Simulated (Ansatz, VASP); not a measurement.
## Li: VASP beside Ansatz

Contents of INCAR:

```
SYSTEM = Li
ALGO = Normal
EDIFF = 1E-8
ENCUT = 520
GGA = PS
ISIF = 2
ISMEAR = -1
LASPH = .True.
LCHARG = .False.
LEFG = .True.
LREAL = .False.
LWAVE = .False.
NBANDS = 12
NELM = 100
PREC = Accurate
SIGMA = 0.05
```

File KPOINTS:

```
k-points
0
Gamma
  12 12 12
  0 0 0
```

File POSCAR:

```
Li
1.0
    1.5607674700      0.9011095189      7.6385551070
   -1.5607674700      0.9011095189      7.6385551070
    0.0000000000     -1.8022190380      7.6385551070
Li
3
Direct
    0.0000000000      0.0000000000      0.0000000000
    0.2220000000      0.2220000000      0.2220000000
    0.7780000000      0.7780000000      0.7780000000
```

Input for Ansatz:

```yaml
crystal:
  lattice:
    - [1.56076747, 0.9011095189, 7.638555107]
    - [-1.56076747, 0.9011095189, 7.638555107]
    - [0.0, -1.802219038, 7.638555107]
  atoms:
    - { symbol: Li, position: [0.0, 0.0, 0.0] }
    - { symbol: Li, position: [0.222, 0.222, 0.222] }
    - { symbol: Li, position: [0.778, 0.778, 0.778] }
kpoints:
  mp_grid: { grid: [12, 12, 12] }
scf:
  occupations: { method: fermi_dirac, width: 0.05 }
hamiltonian:
  xc: pbesol
  pseudopotentials: { kind: paw }
output:
  forces: true
  stress: true
  eigenvalues: true
  efg: { contact_densities: true }
```

Change from the starting cell: volume scaled by 1.02, PAW files.

Alike in both runs: task electric field gradients; functional PBEsol; k mesh 12 × 12 × 12; occupations fermi-dirac, width 0.05 eV; no spin polarisation.

|  | VASP | Ansatz |
| --- | --- | --- |
| version | VASP 6.6.1 | Ansatz 0.2.0 |
| potentials or method | VASP PAW PBE potentials, release 64 (Li_sv) | PAW with Ansatz's default frozen-core files, scalar-relativistic |
| plane-wave cutoff (eV) | 520 | 420 |
| valence electrons in the cell | 9 | 9 |

```tsv
	VASP	Ansatz	Ansatz less VASP
rms of the force components (eV/Å)	0.004	0.004	-0.0001
```

VASP's potentials were made for PBE, not for PBEsol. Atom by atom the forces differ by 0.000 eV/Å (rms over components).

Noted on VASP's run: the cutoff is under 1.25 times that of the potentials, so the pressure is a little rough.
